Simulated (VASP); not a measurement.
# Al3VN4 (Cmmm) in VASP: relaxation of cell and atoms with PBE

Aim: the relaxation of cell and atoms of Al3VN4 with PBE.

Everything below comes from runs of VASP 6.6.1. Logs are shortened: lines on timing, memory, paths and dates and some standing lists are left out, and cuts for length are marked.

## (1) The cell of the first run

It takes space group Cmmm (No. 65, orthorhombic). The conventional cell has a = 6.605 Å, b = 9.341 Å, c = 3.302 Å, α = 90.00°, β = 90.00°, γ = 90.00°. Within 3.1 Å of Al (site symmetry 2/m) lie 6 N at 2.34 Å. Within 3.1 Å of Al (site symmetry mmm) lie 6 N at 2.34 Å. V (site symmetry mmm) has 6 N at 2.34 Å within 3.1 Å. N (site symmetry 2mm) has 4 Al at 2.34 Å and 2 V at 2.34 Å within 3.1 Å. Within 3.1 Å of N (site symmetry m2m) lie 5 Al at 2.34 Å and 1 V at 2.34 Å.

## (2) Relaxation of cell and atoms, PBE, collinear spin, ferromagnetic start

Contents of INCAR:

```
SYSTEM = Al3VN4
ALGO     = Fast           ! electronic algorithm
EDIFF    = 1E-7           ! SCF threshold, eV
EDIFFG   = -0.04          ! ionic threshold
ENCUT    = 600            ! plane-wave cutoff, eV
GGA      = PE             ! functional
IBRION   = 2              ! ionic algorithm
ISIF     = 3              ! what is computed and relaxed
ISMEAR   = 0              ! smearing method
ISPIN    = 2              ! spin polarisation
LASPH    = .TRUE.         ! aspherical terms in the spheres
LCHARG   = .FALSE.        ! write CHGCAR
LMAXMIX  = 4              ! l up to which the mixer works
LORBIT   = 11             ! projections on sites
LREAL    = .FALSE.        ! projectors in reciprocal space
LWAVE    = .FALSE.        ! write WAVECAR
MAGMOM   = 0 0 0 2 0 0 0 0 ! initial moments
NELM     = 150            ! most SCF steps
NSW      = 90             ! ionic steps
PREC     = Accurate       ! precision mode
SIGMA    = 0.1            ! smearing width, eV
```

Contents of KPOINTS:

```
k-points
0
G
  4 4 6
  0 0 0
```

Contents of POSCAR:

```
Al3VN4
1.0
    3.3023798200     -4.6702703300      0.0000000000
    3.3023798200      4.6702703300      0.0000000000
    0.0000000000      0.0000000000      3.3023798200
Al V N
3 1 4
Direct
    0.0000000000      0.5000000000      0.0000000000
    0.5000000000      0.5000000000      0.5000000000
    0.5000000000      0.0000000000      0.0000000000
    0.0000000000      0.0000000000      0.5000000000
    0.7500000000      0.7500000000      0.0000000000
    0.7500000000      0.2500000000      0.5000000000
    0.2500000000      0.7500000000      0.5000000000
    0.2500000000      0.2500000000      0.0000000000
```

Potentials or basis: VASP PAW PBE potentials, release 64 (Al, V_sv, N).

Started as:

```
$ cat potpaw_PBE.64/Al/POTCAR potpaw_PBE.64/V_sv/POTCAR potpaw_PBE.64/N/POTCAR > POTCAR
$ mpirun -np 1 vasp_std > vasp.out
```

OUTCAR:

```text
SYSTEM = Al3VN4
   EDIFF = 1E-7
   EDIFFG = -0.04
   ENCUT = 600
   GGA = PE
   IBRION = 2
   ISIF = 3
   ISMEAR = 0
   ISPIN = 2
   LASPH = .TRUE.
   LORBIT = 11
   LREAL = .FALSE.
   NELM = 150
   NSW = 90
   PREC = Accurate

 ion  position               nearest neighbor table
   1  0.000  0.500  0.000-   6 2.34   7 2.34   6 2.34   7 2.34   5 2.34   8 2.34   3 3.30   3 3.30
                             2 3.30   2 3.30   2 3.30   2 3.30
   2  0.500  0.500  0.500-   5 2.34   8 2.34   5 2.34   8 2.34   7 2.34   6 2.34   1 3.30   3 3.30
                             1 3.30   3 3.30   3 3.30   3 3.30   1 3.30   1 3.30
   3  0.500  0.000  0.000-   6 2.34   7 2.34   6 2.34   7 2.34   5 2.34   8 2.34   1 3.30   1 3.30
                             2 3.30   2 3.30   2 3.30   2 3.30
   4  0.000  0.000  0.500-   5 2.34   8 2.34   5 2.34   8 2.34   7 2.34   6 2.34
   5  0.750  0.750  0.000-   2 2.34   4 2.34   2 2.34   4 2.34   3 2.34   1 2.34
   6  0.750  0.250  0.500-   1 2.34   3 2.34   1 2.34   3 2.34   2 2.34   4 2.34
   7  0.250  0.750  0.500-   1 2.34   3 2.34   1 2.34   3 2.34   2 2.34   4 2.34
   8  0.250  0.250  0.000-   2 2.34   4 2.34   2 2.34   4 2.34   3 2.34   1 2.34

  LATTYP: Found a base centered orthorhombic cell.
 ALAT       =     6.6047596400
 B/A-ratio  =     1.4142135625
 C/A-ratio  =     0.5000000000

  Lattice vectors:

 A1 = (   3.3023798200,  -4.6702703300,   0.0000000000)
 A2 = (   3.3023798200,   4.6702703300,   0.0000000000)
 A3 = (   0.0000000000,   0.0000000000,   3.3023798200)

Analysis of symmetry for initial positions (statically):
=====================================================================
 Subroutine PRICEL returns:
 Original cell was already a primitive cell.

 Routine SETGRP: Setting up the symmetry group for a
 base centered orthorhombic supercell.

 Subroutine GETGRP returns: Found  8 space group operations
 (whereof  8 operations were pure point group operations)
 out of a pool of  8 trial point group operations.

The static configuration has the point symmetry D_2h.

Analysis of symmetry for dynamics (positions and initial velocities):
=====================================================================
 Subroutine PRICEL returns:
 Original cell was already a primitive cell.

 Routine SETGRP: Setting up the symmetry group for a
 base centered orthorhombic supercell.

 Subroutine GETGRP returns: Found  8 space group operations
 (whereof  8 operations were pure point group operations)
 out of a pool of  8 trial point group operations.

The dynamic configuration has the point symmetry D_2h.

Analysis of structural, dynamic, and magnetic symmetry:
=====================================================================
 Subroutine PRICEL returns:
 Original cell was already a primitive cell.

 Routine SETGRP: Setting up the symmetry group for a
 base centered orthorhombic supercell.

 Subroutine GETGRP returns: Found  8 space group operations
 (whereof  8 operations were pure point group operations)
 out of a pool of  8 trial point group operations.

The overall configuration has the point symmetry D_2h.

 Subroutine INISYM returns: Found  8 space group operations
 (whereof  8 operations are pure point group operations),
 and found     1 'primitive' translations

----------------------------------------------------------------------------------------

                                     Primitive cell

  volume of cell :     101.8653

  direct lattice vectors                    reciprocal lattice vectors
     3.302379820 -4.670270330  0.000000000     0.151405964 -0.107060184  0.000000000
     3.302379820  4.670270330  0.000000000     0.151405964  0.107060184  0.000000000
     0.000000000  0.000000000  3.302379820     0.000000000  0.000000000  0.302811928

  length of vectors
     5.719889634  5.719889634  3.302379820     0.185433678  0.185433678  0.302811928

  position of ions in fractional coordinates (direct lattice)
     0.000000000  0.500000000  0.000000000
     0.500000000  0.500000000  0.500000000
     0.500000000  0.000000000  0.000000000
     0.000000000  0.000000000  0.500000000
     0.750000000  0.750000000  0.000000000
     0.750000000  0.250000000  0.500000000
     0.250000000  0.750000000  0.500000000
     0.250000000  0.250000000  0.000000000

  ion indices of the primitive-cell ions
   primitive index   ion index
                 1           1
                 2           2
                 3           3
                 4           4
                 5           5
                 6           6
                 7           7
                 8           8

----------------------------------------------------------------------------------------

 KPOINTS: k-points

Automatic generation of k-mesh.
 Grid dimensions read from file:
 generate k-points for:    4    4    6

 Generating k-lattice:

  Cartesian coordinates                     Fractional coordinates (reciprocal lattice)
     0.037851491 -0.026765046  0.000000000     0.250000000  0.000000000  0.000000000
     0.037851491  0.026765046  0.000000000     0.000000000  0.250000000  0.000000000
     0.000000000  0.000000000  0.050468655     0.000000000  0.000000000  0.166666667

  Length of vectors
     0.046358419  0.046358419  0.050468655

  Shift w.r.t. Gamma in fractional coordinates (k-lattice)
     0.000000000  0.000000000  0.000000000

 Subroutine IBZKPT returns following result:
 ===========================================

 Found     28 irreducible k-points:

 Following reciprocal coordinates:
            Coordinates               Weight
  0.000000  0.000000  0.000000      1.000000
  0.250000  0.000000  0.000000      4.000000
  0.500000  0.000000  0.000000      2.000000
  0.250000  0.250000  0.000000      2.000000
  0.500000  0.250000  0.000000      4.000000
 -0.250000  0.250000  0.000000      2.000000
[... 16 lines left out ...]
  0.250000  0.000000  0.500000      4.000000
  0.500000  0.000000  0.500000      2.000000
 [... further k-points ...]
   k-points           NKPTS =     28   k-points in BZ     NKDIM =     28   number of bands    NBANDS=     27
   number of dos      NEDOS =    301   number of ions     NIONS =      8
   total plane-waves  NPLWV =  64512
   dimension x,y,z NGX =    48 NGY =   48 NGZ =   28
   dimension x,y,z NGXF=    96 NGYF=   96 NGZF=   56
   ions per type =               3   1   4
   NGX,Y,Z   is equivalent  to a cutoff of  13.95, 13.95, 14.10 a.u.
   NGXF,Y,Z  is equivalent  to a cutoff of  27.90, 27.90, 28.19 a.u.
 SYSTEM =  Al3VN4
   PREC   = accura    normal or accurate (medium, high low for compatibility)
   ISTART =      0    job   : 0-new  1-cont  2-samecut
   ICHARG =      2    charge: 1-file 2-atom 10-const
   ISPIN  =      2    spin polarized calculation?
   LNONCOLLINEAR =      F non collinear calculations
   LSORBIT =      F    spin-orbit coupling
   LASPH  =      T    aspherical Exc in radial PAW
   ENCUT  =  600.0 eV  44.10 Ry    6.64 a.u.  11.42 11.42  6.60*2*pi/ulx,y,z
   NELM   =    150;   NELMIN=  2; NELMDL= -5     # of ELM steps
   EDIFF  = 0.1E-06   stopping-criterion for ELM
   LREAL  =      F    real-space projection
   EDIFFG = -.4E-01   stopping-criterion for IOM
   NSW    =     90    number of steps for IOM
   IBRION =      2    ionic relax: 0-MD 1-quasi-New 2-CG
   NFREE  =      1    steps in history (QN), initial steepest desc. (CG)
   ISIF   =      3    stress and relaxation
   ISYM   =      2    0-nonsym 1-usesym 2-fastsym
   POTIM  = 0.5000    time-step for ionic-motion
   TEBEG  =    0.0;   TEEND  =   0.0 temperature during run
   PSTRESS=    0.0 pullay stress
   NELECT =      42.0000    total number of electrons
   NUPDOWN=      -1.0000    fix difference up-down
   EMIN   =  10.00;   EMAX   =-10.00  energy-range for DOS
   EFERMI =   0.00;   METHOD = LEGACY
   ISMEAR =     0;   SIGMA  =   0.10  broadening in eV -4-tet -1-fermi 0-gaus
   EFERMI_NEDOS =   21; number of points for ismear=-14 and -15
   IALGO  =     68    algorithm
   IMIX   =      4    mixing-type and parameters
     AMIX     =   0.40;   BMIX     =  1.00
     AMIX_MAG =   1.60;   BMIX_MAG =  1.00
  volume/ion in A,a.u.               =      12.73        85.93
  Fermi-wavevector in a.u.,A,eV,Ry     =   1.218473  2.302580 20.200249  1.484676
  Thomas-Fermi vector in A             =   2.353758
   LORBIT       =     11    0 simple, 1 ext, 2 COOP (PROOUT), +10 PAW based schemes
   GGA     = PE    functional components
   LHFCALC =     F    Hartree Fock is set to
   AEXX    =    0.0000 exact exchange contribution
   IVDW    =     0    specifies the selected vdW correction
   LEPSILON=     F    determine dielectric tensor
   LRPA    =     F    only Hartree local field effects (RPA)
 conjugate gradient relaxation of ions
 spin polarized calculation
 RMM-DIIS sequential band-by-band and
 Gauss-broadening in eV      SIGMA  =   0.10
  energy-cutoff  :      600.00
  volume of cell :      101.87
 maximum number of plane-waves:      3439
 NGX is ok and might be reduce to    48
   NGX = 23   NGY = 23   NGZ = 13

--------------------------------------- Ionic step        1  -------------------------------------------

 number of electron      41.9999992 magnetization       1.9803310

 Free energy of the ion-electron system (eV)
  ---------------------------------------------------
  ext. energy  EPLUGINS =         0.00000000
  ---------------------------------------------------
  free energy    TOTEN  =       -56.08234632 eV

  energy without entropy =      -56.06313435  energy(sigma->0) =      -56.07274033

 E-fermi :   6.2642     XC(G=0): -10.6767

 val. band max:        6.2610016744   @ k =   0.5000   0.5000   0.3333
 cond. band min:       6.2662258356   @ k =   0.5000   0.0000   0.0000
 fundamental gap:      0.0052241612
 Fermi energy:         6.2642145588

 spin component 1

 k-point     1 :       0.0000    0.0000    0.0000
  band No.  band energies     occupation
      1     -59.2345      1.00000
      2     -33.0735      1.00000
      3     -33.0516      1.00000
      4     -32.9537      1.00000
      5      -8.8321      1.00000
      6      -7.1452      1.00000
[... 1728 lines left out ...]
  energy  without entropy=      -62.2337611825  energy(sigma->0) =      -62.24069889

--------------------------------------- Ionic step        8  -------------------------------------------

 number of electron      42.0000001 magnetization       1.8198614

 Free energy of the ion-electron system (eV)
  ---------------------------------------------------
  ext. energy  EPLUGINS =         0.00000000
  ---------------------------------------------------
  free energy    TOTEN  =       -62.24971513 eV

  energy without entropy =      -62.23563222  energy(sigma->0) =      -62.24267367

 E-fermi :  11.2550     XC(G=0): -12.4531

 val. band max:       11.2516022615   @ k =   0.2500   0.0000   0.0000
 cond. band min:      11.2827911088   @ k =  -0.2500   0.2500   0.1667
 fundamental gap:      0.0311888473
 Fermi energy:        11.2550291018

 spin component 1

 k-point     1 :       0.0000    0.0000    0.0000
  band No.  band energies     occupation
      1     -54.2758      1.00000
      2     -28.1727      1.00000
      3     -28.1683      1.00000
      4     -28.0321      1.00000
      5      -7.4291      1.00000
      6      -4.5027      1.00000
[... 1470 lines left out ...]
  FREE ENERGIE OF THE ION-ELECTRON SYSTEM (eV)
  ---------------------------------------------------
  free  energy   TOTEN  =       -62.2497151322 eV

  energy  without entropy=      -62.2356322153  energy(sigma->0) =      -62.24267367

 reached required accuracy - stopping structural energy minimisation

 total charge

# of ion       s       p       d       tot
------------------------------------------
    1        0.313   0.376   0.000   0.690
    2        0.316   0.400   0.000   0.716
    3        0.313   0.376   0.000   0.690
    4        2.243   6.271   3.091  11.604
    5        1.224   2.562   0.000   3.786
    6        1.219   2.571   0.000   3.790
    7        1.219   2.571   0.000   3.790
    8        1.224   2.562   0.000   3.786
--------------------------------------------------
tot          8.070  17.690   3.091  28.850

 magnetization (x)

# of ion       s       p       d       tot
------------------------------------------
    1        0.006  -0.000   0.000   0.006
    2        0.000  -0.004   0.000  -0.004
    3        0.006  -0.000   0.000   0.006
    4        0.014   0.015   1.551   1.579
    5       -0.001   0.007   0.000   0.006
    6       -0.000   0.001   0.000   0.001
    7       -0.000   0.001   0.000   0.001
    8       -0.001   0.007   0.000   0.006
--------------------------------------------------
tot          0.024   0.028   1.551   1.602
```

Wall time 40 min (1 thread of Oxide Virtual Turin-like, shared host); peak memory 0.36 GiB.

What came out:

```yaml
Free_energy: -62.2497 eV
Relaxed_volume: 8.67 Å³/atom
Relaxed_cell: a = 5.056 Å, b = 5.056 Å, c = 2.878 Å, α = 90.00°, β = 90.00°, γ = 109.53°
Space_group_after_relaxing_to_0.1_Å: Cmmm (No. 65)
Energy_gained_by_relaxing: 770.9 meV/atom
Ionic_steps: 8
Pressure_after_relaxing: 0.0 GPa
Largest_force_after_relaxing: 0.019 eV/Å
Net_moment: 1.82 μB per cell
Site_moments: Al +0.01, -0.00 (each value once); V +1.58; N +0.01, +0.00 (each value once) μB
Valence_electrons_inside_the_program's_atomic_spheres: Al 0.69, 0.72 (each value once); V 11.60; N 3.79
```

Forces on the atoms (eV/Å):
```
Al   0.000  0.000  0.000
Al   0.000  0.000  0.000
Al   0.000  0.000  0.000
V    0.000  0.000  0.000
N   -0.019  0.000  0.000
N    0.000 -0.018  0.000
N    0.000  0.018  0.000
N    0.019  0.000  0.000
```

Step by step:
| step | energy change (eV) | largest force (eV/Å) | pressure (GPa) | volume (Å³) |
| --- | --- | --- | --- | --- |
| 1 | 0.0000 | 0.3774 | -42.78 | 101.87 |
| 2 | -4.6879 | 1.7025 | 51.11 | 59.51 |
| 3 | -6.0904 | 1.1667 | -0.09 | 69.54 |
| 4 | -6.0884 | 1.1952 | 1.90 | 68.98 |
| 5 | -6.1544 | 0.3600 | 2.37 | 68.63 |
| 6 | -6.1631 | 0.0425 | 2.14 | 68.72 |
| 7 | -6.1653 | 0.0092 | -1.53 | 69.75 |
| 8 | -6.1674 | 0.0187 | -0.03 | 69.32 |

Final structure:
```yaml
crystal:
  lattice:
    - [2.91680, -4.12939, 0.00000]
    - [2.91680, 4.12939, 0.00000]
    - [0.00000, 0.00000, 2.87774]
  atoms:
    - { symbol: Al, position: [0.00000, 0.50000, 0.00000] }
    - { symbol: Al, position: [0.50000, 0.50000, 0.50000] }
    - { symbol: Al, position: [0.50000, 0.00000, 0.00000] }
    - { symbol: V, position: [0.00000, 0.00000, 0.50000] }
    - { symbol: N, position: [0.74102, 0.74102, 0.00000] }
    - { symbol: N, position: [0.74528, 0.25472, 0.50000] }
    - { symbol: N, position: [0.25472, 0.74528, 0.50000] }
    - { symbol: N, position: [0.25898, 0.25898, 0.00000] }
```

Caveat: the volume moved by over 15 % at a fixed basis, so the end points are rough. With open d or f shells a metallic result of PBE can be an artefact of self-interaction; +U or a hybrid may open a gap.
